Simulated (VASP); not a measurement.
# InPd (Pmm2) in VASP: a series of runs

InPd is run at these levels: PBEsol; tasks: single point.

Everything below comes from runs of VASP 6.6.1. Logs are shortened: lines on timing, memory, paths and dates and some standing lists are left out, and cuts for length are marked.

## 1. The cell of the first run

The structure is orthorhombic, space group Pmm2 (No. 25). The conventional cell has a = 3.095 Å, b = 3.322 Å, c = 3.322 Å, α = 90.00°, β = 90.00°, γ = 90.00°. In (site symmetry mm2) has 8 Pd at 2.75 to 2.88 Å and 6 In at 3.10 to 3.32 Å within 3.6 Å. Pd (site symmetry mm2) has 8 In at 2.75 to 2.88 Å and 6 Pd at 3.10 to 3.32 Å within 3.6 Å.

## 2. Single point, PBEsol (atoms displaced along a vibrational mode, the cell strained)

INCAR

```
PREC = Accurate ; ENCUT = 520
EDIFF = 1E-6 ; ISMEAR = 0
SIGMA = 0.15 ; LREAL = F
LASPH = T ; NELM = 60
ALGO = Fast ; ISIF = 2
LWAVE = F ; LCHARG = F
GGA = PS ; NBANDS = 18
```

KPOINTS

```
regular mesh
0
Gamma
  14 14 14
```

POSCAR

```
InPd
1.0
    3.3224374000      0.0000000000      0.0000000000
    0.0000000000      3.3224374000      0.0000000000
    0.0000000000      0.0000000000      3.0950110651
In Pd
1 1
Direct
   -0.0149022267      0.0000000000      0.0000000000
    0.5160782172      0.5000000000      0.5000000000
```

Potentials or basis: VASP PAW PBE potentials, release 64 (In_d, Pd).

Run with:

```console
cat potpaw_PBE.64/In_d/POTCAR potpaw_PBE.64/Pd/POTCAR > POTCAR
mpirun -np 1 vasp_std > vasp.out
```

OUTCAR:

```text
PREC = Accurate
   ENCUT = 520
   EDIFF = 1E-6
   ISMEAR = 0
   LREAL = F
   LASPH = T
   NELM = 60
   ISIF = 2
   GGA = PS

 ion  position               nearest neighbor table
   1  0.985  0.000  0.000-   2 2.75   2 2.75   2 2.75   2 2.75   2 2.88   2 2.88   2 2.88   2 2.88

   2  0.516  0.500  0.500-   1 2.75   1 2.75   1 2.75   1 2.75   1 2.88   1 2.88   1 2.88   1 2.88

  LATTYP: Found a simple tetragonal cell.
 ALAT       =     3.3224374000
 C/A-ratio  =     0.9315483461

  Lattice vectors:

 A1 = (   3.3224374000,   0.0000000000,   0.0000000000)
 A2 = (   0.0000000000,   3.3224374000,   0.0000000000)
 A3 = (   0.0000000000,   0.0000000000,   3.0950110651)

Analysis of symmetry for initial positions (statically):
=====================================================================
 Subroutine PRICEL returns:
 Original cell was already a primitive cell.

 Routine SETGRP: Setting up the symmetry group for a
 simple tetragonal supercell.

 Subroutine GETGRP returns: Found  4 space group operations
 (whereof  4 operations were pure point group operations)
 out of a pool of 16 trial point group operations.

The static configuration has the point symmetry C_2v.

Analysis of symmetry for dynamics (positions and initial velocities):
=====================================================================
 Subroutine PRICEL returns:
 Original cell was already a primitive cell.

 Routine SETGRP: Setting up the symmetry group for a
 simple tetragonal supercell.

 Subroutine GETGRP returns: Found  4 space group operations
 (whereof  4 operations were pure point group operations)
 out of a pool of 16 trial point group operations.

The dynamic configuration has the point symmetry C_2v.

 Subroutine INISYM returns: Found  4 space group operations
 (whereof  4 operations are pure point group operations),
 and found     1 'primitive' translations

----------------------------------------------------------------------------------------

                                     Primitive cell

  volume of cell :      34.1646

  direct lattice vectors                    reciprocal lattice vectors
     3.322437400  0.000000000  0.000000000     0.300983850  0.000000000  0.000000000
     0.000000000  3.322437400  0.000000000     0.000000000  0.300983850  0.000000000
     0.000000000  0.000000000  3.095011065     0.000000000  0.000000000  0.323100622

  length of vectors
     3.322437400  3.322437400  3.095011065     0.300983850  0.300983850  0.323100622

  position of ions in fractional coordinates (direct lattice)
     0.985097773  0.000000000  0.000000000
     0.516078217  0.500000000  0.500000000

  ion indices of the primitive-cell ions
   primitive index   ion index
                 1           1
                 2           2

----------------------------------------------------------------------------------------

 KPOINTS: regular mesh

Automatic generation of k-mesh.
 Grid dimensions read from file:
 generate k-points for:   14   14   14

 Generating k-lattice:

  Cartesian coordinates                     Fractional coordinates (reciprocal lattice)
     0.021498846  0.000000000  0.000000000     0.071428571  0.000000000  0.000000000
     0.000000000  0.021498846  0.000000000     0.000000000  0.071428571  0.000000000
     0.000000000  0.000000000  0.023078616     0.000000000  0.000000000  0.071428571

  Length of vectors
     0.021498846  0.021498846  0.023078616

  Shift w.r.t. Gamma in fractional coordinates (k-lattice)
     0.000000000  0.000000000  0.000000000

 Subroutine IBZKPT returns following result:
 ===========================================

 Found    512 irreducible k-points:

 Following reciprocal coordinates:
            Coordinates               Weight
  0.000000  0.000000  0.000000      1.000000
  0.071429  0.000000  0.000000      2.000000
  0.000000  0.071429  0.000000      2.000000
  0.142857  0.000000  0.000000      2.000000
  0.000000  0.142857  0.000000      2.000000
  0.214286  0.000000  0.000000      2.000000
[... 16 lines left out ...]
  0.357143  0.071429  0.000000      4.000000
 -0.071429  0.357143  0.000000      4.000000
 [... further k-points ...]
   k-points           NKPTS =    512   k-points in BZ     NKDIM =    512   number of bands    NBANDS=     18
   number of dos      NEDOS =    301   number of ions     NIONS =      2
   total plane-waves  NPLWV =  18816
   dimension x,y,z NGX =    28 NGY =   28 NGZ =   24
   dimension x,y,z NGXF=    56 NGYF=   56 NGZF=   48
   ions per type =               1   1
   NGX,Y,Z   is equivalent  to a cutoff of  14.01, 14.01, 12.89 a.u.
   NGXF,Y,Z  is equivalent  to a cutoff of  28.02, 28.02, 25.78 a.u.
 SYSTEM =  unknown system
   PREC   = accura    normal or accurate (medium, high low for compatibility)
   ISTART =      0    job   : 0-new  1-cont  2-samecut
   ICHARG =      2    charge: 1-file 2-atom 10-const
   ISPIN  =      1    spin polarized calculation?
   LNONCOLLINEAR =      F non collinear calculations
   LSORBIT =      F    spin-orbit coupling
   LASPH  =      T    aspherical Exc in radial PAW
   ENCUT  =  520.0 eV  38.22 Ry    6.18 a.u.   6.18  6.18  5.75*2*pi/ulx,y,z
   NELM   =     60;   NELMIN=  2; NELMDL= -5     # of ELM steps
   EDIFF  = 0.1E-05   stopping-criterion for ELM
   LREAL  =      F    real-space projection
   EDIFFG = 0.1E-04   stopping-criterion for IOM
   NSW    =      0    number of steps for IOM
   IBRION =     -1    ionic relax: 0-MD 1-quasi-New 2-CG
   NFREE  =      0    steps in history (QN), initial steepest desc. (CG)
   ISIF   =      2    stress and relaxation
   ISYM   =      2    0-nonsym 1-usesym 2-fastsym
   POTIM  = 0.5000    time-step for ionic-motion
   TEBEG  =    0.0;   TEEND  =   0.0 temperature during run
   PSTRESS=    0.0 pullay stress
   NELECT =      23.0000    total number of electrons
   NUPDOWN=      -1.0000    fix difference up-down
   EMIN   =  10.00;   EMAX   =-10.00  energy-range for DOS
   EFERMI =   0.00;   METHOD = LEGACY
   ISMEAR =     0;   SIGMA  =   0.15  broadening in eV -4-tet -1-fermi 0-gaus
   EFERMI_NEDOS =   21; number of points for ismear=-14 and -15
   IALGO  =     68    algorithm
   IMIX   =      4    mixing-type and parameters
     AMIX     =   0.40;   BMIX     =  1.00
     AMIX_MAG =   1.60;   BMIX_MAG =  1.00
  volume/ion in A,a.u.               =      17.08       115.28
  Fermi-wavevector in a.u.,A,eV,Ry     =   1.434803  2.711384 28.009751  2.058659
  Thomas-Fermi vector in A             =   2.554171
   LORBIT       =      0    0 simple, 1 ext, 2 COOP (PROOUT), +10 PAW based schemes
   GGA     = PS    functional components
   LHFCALC =     F    Hartree Fock is set to
   AEXX    =    0.0000 exact exchange contribution
   IVDW    =     0    specifies the selected vdW correction
   LEPSILON=     F    determine dielectric tensor
   LRPA    =     F    only Hartree local field effects (RPA)
 non-spin polarized calculation
 RMM-DIIS sequential band-by-band and
 Gauss-broadening in eV      SIGMA  =   0.15
  energy-cutoff  :      520.00
  volume of cell :       34.16
 maximum number of plane-waves:       944
 NGX is ok and might be reduce to    28
   NGX = 13   NGY = 13   NGZ = 11

 number of electron      22.9999996 magnetization

 Free energy of the ion-electron system (eV)
  ---------------------------------------------------
  ext. energy  EPLUGINS =         0.00000000
  ---------------------------------------------------
  free energy    TOTEN  =        -9.96792972 eV

  energy without entropy =       -9.95947883  energy(sigma->0) =       -9.96370427

 E-fermi :  10.7711     XC(G=0): -12.5420

 val. band max:       10.7675650472   @ k =   0.4286   0.2143   0.3571
 cond. band min:      10.7729530971   @ k =   0.3571   0.3571   0.1429
 fundamental gap:      0.0053880499
 Fermi energy:        10.7710538545

 k-point     1 :       0.0000    0.0000    0.0000
  band No.  band energies     occupation
      1      -4.3121      2.00000
      2      -4.1827      2.00000
      3      -3.8224      2.00000
      4      -3.7676      2.00000
      5      -3.7650      2.00000
      6       0.3820      2.00000
[... 10 lines left out ...]
     17      22.5588      0.00000
     18      26.3395      0.00000

 k-point     2 :       0.0714    0.0000    0.0000
  band No.  band energies     occupation
      1      -4.3069      2.00000
      2      -4.1692      2.00000
      3      -3.8266      2.00000
      4      -3.7693      2.00000
      5      -3.7662      2.00000
      6       0.4612      2.00000
[... 10 lines left out ...]
     17      22.5209      0.00000
     18      26.2851      0.00000

 k-point     3 :       0.0000    0.0714    0.0000
  band No.  band energies     occupation
      1      -4.3068      2.00000
      2      -4.1692      2.00000
      3      -3.8267      2.00000
      4      -3.7718      2.00000
      5      -3.7637      2.00000
      6       0.4614      2.00000
[... 10 lines left out ...]
     17      22.5217      0.00000
     18      26.2281      0.00000

 k-point     4 :       0.1429    0.0000    0.0000
  band No.  band energies     occupation
      1      -4.2940      2.00000
      2      -4.1300      2.00000
      3      -3.8385      2.00000
      4      -3.7810      2.00000
      5      -3.7622      2.00000
      6       0.6983      2.00000
[... 10 lines left out ...]
     17      22.5970      0.00000
     18      26.0384      0.00000

 k-point     5 :       0.0000    0.1429    0.0000
  band No.  band energies     occupation
      1      -4.2939      2.00000
      2      -4.1299      2.00000
      3      -3.8388      2.00000
      4      -3.7835      2.00000
      5      -3.7600      2.00000
      6       0.6990      2.00000
[... 10 lines left out ...]
     17      22.6522      0.00000
     18      25.8694      0.00000

 k-point     6 :       0.2143    0.0000    0.0000
  band No.  band energies     occupation
      1      -4.2781      2.00000
      2      -4.0709      2.00000
      3      -3.8557      2.00000
      4      -3.7980      2.00000
      5      -3.7564      2.00000
      6       1.0910      2.00000
[... 10 lines left out ...]
     17      24.5104      0.00000
     18      25.4334      0.00000

 k-point     7 :       0.0000    0.2143    0.0000
  band No.  band energies     occupation
      1      -4.2781      2.00000
      2      -4.0704      2.00000
      3      -3.8562      2.00000
      4      -3.8003      2.00000
      5      -3.7546      2.00000
      6       1.0925      2.00000
[... 10 lines left out ...]
     17      24.5606      0.00000
     18      25.4333      0.00000

 k-point     8 :       0.2857    0.0000    0.0000
  band No.  band energies     occupation
      1      -4.2625      2.00000
      2      -4.0036      2.00000
      3      -3.8746      2.00000
      4      -3.8166      2.00000
      5      -3.7499      2.00000
      6       1.6338      2.00000
[... 10 lines left out ...]
     17      24.3208      0.00000
     18      24.8978      0.00000
[... 229 lines left out ...]
     17      24.1746      0.00000
     18      24.6516      0.00000

 k-point    20 :      -0.0714    0.2143    0.0000
  band No.  band energies     occupation
      1      -4.2716      2.00000
      2      -4.0586      2.00000
      3      -3.8640      2.00000
      4      -3.8010      2.00000
      5      -3.7591      2.00000
      6       1.1684      2.00000
[... 10 lines left out ...]
     17      24.2441      0.00000
     18      24.6568      0.00000

 k-point    21 :       0.2857    0.0714    0.0000
  band No.  band energies     occupation
      1      -4.2557      2.00000
      2      -3.9922      2.00000
      3      -3.8843      2.00000
      4      -3.8178      2.00000
      5      -3.7554      2.00000
      6       1.7058      2.00000
[... 10 lines left out ...]
     17      23.3123      0.00000
     18      25.7420      0.00000

 k-point    22 :      -0.0714    0.2857    0.0000
  band No.  band energies     occupation
      1      -4.2559      2.00000
      2      -3.9912      2.00000
      3      -3.8851      2.00000
      4      -3.8198      2.00000
      5      -3.7541      2.00000
      6       1.7084      2.00000
[... 10 lines left out ...]
     17      23.3623      0.00000
     18      25.7332      0.00000

 k-point    23 :       0.3571    0.0714    0.0000
  band No.  band energies     occupation
      1      -4.2425      2.00000
      2      -3.9311      2.00000
      3      -3.9029      2.00000
      4      -3.8348      2.00000
      5      -3.7505      2.00000
      6       2.3781      2.00000
[... 10 lines left out ...]
     17      22.6183      0.00000
     18      25.0633      0.00000

 k-point    24 :      -0.0714    0.3571    0.0000
  band No.  band energies     occupation
      1      -4.2429      2.00000
      2      -3.9296      2.00000
      3      -3.9040      2.00000
      4      -3.8367      2.00000
      5      -3.7496      2.00000
      6       2.3831      2.00000
[... 10 lines left out ...]
     17      22.6763      0.00000
     18      25.0484      0.00000

 [... further k-points ...]

------------------------ aborting loop because EDIFF is reached ----------------------------------------

  FORCE on cell =-STRESS in cart. coord.  units (eV):
  Direction    XX          YY          ZZ          XY          YZ          ZX
  --------------------------------------------------------------------------------------
  -------------------------------------------------------------------------------------
  Total       -0.0195956      0.0875384      0.6559730      0.0000000      0.0000000      0.0000000
  in kB       -0.9189510      4.1051899     30.7624353      0.0000000      0.0000000      0.0000000
  external PRESSURE =      11.3162247 kB  Pullay stress =       0.0000000 kB

 VOLUME and BASIS-vectors are now :
 -----------------------------------------------------------------------------
  energy-cutoff  :      520.00
  volume of cell :       34.16
      direct lattice vectors                 reciprocal lattice vectors
     3.322437400  0.000000000  0.000000000     0.300983850  0.000000000  0.000000000
     0.000000000  3.322437400  0.000000000     0.000000000  0.300983850  0.000000000
     0.000000000  0.000000000  3.095011065     0.000000000  0.000000000  0.323100622

 POSITION                                       TOTAL-FORCE (eV/Angst)
 -----------------------------------------------------------------------------------
      3.27293      0.00000      0.00000         0.471405      0.000000      0.000000
      1.71464      1.66122      1.54751        -0.471405      0.000000      0.000000
 -----------------------------------------------------------------------------------
    total drift:                                0.001713      0.000000      0.000002

  FREE ENERGIE OF THE ION-ELECTRON SYSTEM (eV)
  ---------------------------------------------------
  free  energy   TOTEN  =        -9.9679297179 eV

  energy  without entropy=       -9.9594788301  energy(sigma->0) =       -9.96370427
```

Run time: 8.6 min. Hardware: 1 thread of AMD EPYC 7R43 (Zen 3), shared host; peak memory 0.38 GiB.

What came out:

| Quantity | Value |
| --- | --- |
| Free energy | -9.9679 eV |
| Pressure | 1.1 GPa |
| Largest force | 0.471 eV/Å |
| Band gap on the k mesh | zero (an odd number of electrons rules out a gap without spin polarisation) |

Forces on the atoms (eV/Å):
```
In   0.471  0.000  0.000
Pd  -0.471  0.000  0.000
```

Stress tensor (GPa, compression positive):
```
-0.09  0.00  0.00
 0.00  0.41  0.00
 0.00  0.00  3.08
```

Caveat: the cell differs from its parent crystal (atoms displaced along a vibrational mode, the cell strained); the PAW data sets were made with another functional, which shifts forces and pressure a little; spin-orbit coupling is left out, which moves the levels of the heavy elements.

## 3. Single point, PBEsol (atoms displaced along a vibrational mode, the cell strained)

INCAR

```
  PREC = Accurate
  ENCUT = 520
  EDIFF = 1E-7
  ISMEAR = 0
  SIGMA = 0.15
  LREAL = False
  LASPH = True
  NELM = 60
  ALGO = Fast
  ISIF = 2
  LWAVE = False
  LCHARG = True
  GGA = PS
  LELF = True
  LVHAR = True
  NBANDS = 18
```

KPOINTS

```
Automatic mesh
0
Gamma
  14 14 14
```

POSCAR

```
InPd
1.0
    3.2844518451      0.0000000000      0.0000000000
    0.0000000000      3.2844518451      0.0000000000
    0.0000000000      0.0000000000      3.1709821748
In Pd
1 1
Direct
   -0.0099348178      0.0000000000      0.0000000000
    0.5107188114      0.5000000000      0.5000000000
```

Potentials or basis: VASP PAW PBE potentials, release 64 (In_d, Pd).

Run with:

```console
cat potpaw_PBE.64/In_d/POTCAR potpaw_PBE.64/Pd/POTCAR > POTCAR
mpirun -np 1 vasp_std > vasp.out
```

It took 7.4 min on 1 thread of AMD EPYC 7R43 (Zen 3), shared host; peak memory 0.36 GiB.

The run converged. Its results:

```
Free energy            : -9.9924 eV
Pressure               : 0.5 GPa
Largest force          : 0.303 eV/Å
Band gap on the k mesh : zero (an odd number of electrons rules out a gap without spin polarisation)
```

Forces in eV/Å, atoms in the order of the input:
```
In   0.303  0.000  0.000
Pd  -0.303  0.000  0.000
```

Stress tensor (GPa, compression positive):
```
-0.07  0.00  0.00
 0.00  0.14  0.00
 0.00  0.00  1.44
```

Levels at points of the mesh, in eV from the Fermi level:
```tsv
k point	band 9	band 10	band 11	band 12	band 13	band 14	band 15	band 16
(0.00, 0.00, 0.00)	-2.44	-2.34	-2.34	3.83	3.85	4.84	9.40	10.46
(0.50, 0.00, 0.00)	-3.49	-3.26	-2.42	-1.30	9.27	9.80	10.09	10.42
(0.00, 0.50, 0.00)	-3.49	-3.26	-2.42	-1.31	9.10	10.00	10.12	10.32
(0.50, 0.50, 0.00)	-2.71	-2.62	-2.61	-1.86	1.36	2.22	10.06	11.69
(0.00, 0.00, 0.50)	-3.49	-3.48	-2.52	-0.94	9.38	9.63	9.98	10.52
(0.50, 0.00, 0.50)	-2.81	-2.53	-2.35	-1.74	1.58	2.60	9.32	11.07
(0.00, 0.50, 0.50)	-2.85	-2.51	-2.33	-1.74	1.58	2.60	9.33	11.08
(0.50, 0.50, 0.50)	-1.80	-1.67	-0.07	3.64	3.67	3.75	4.25	4.57
```

Caveat: the cell differs from its parent crystal (atoms displaced along a vibrational mode, the cell strained); the PAW data sets were made with another functional, which shifts forces and pressure a little; spin-orbit coupling is left out, which moves the levels of the heavy elements.
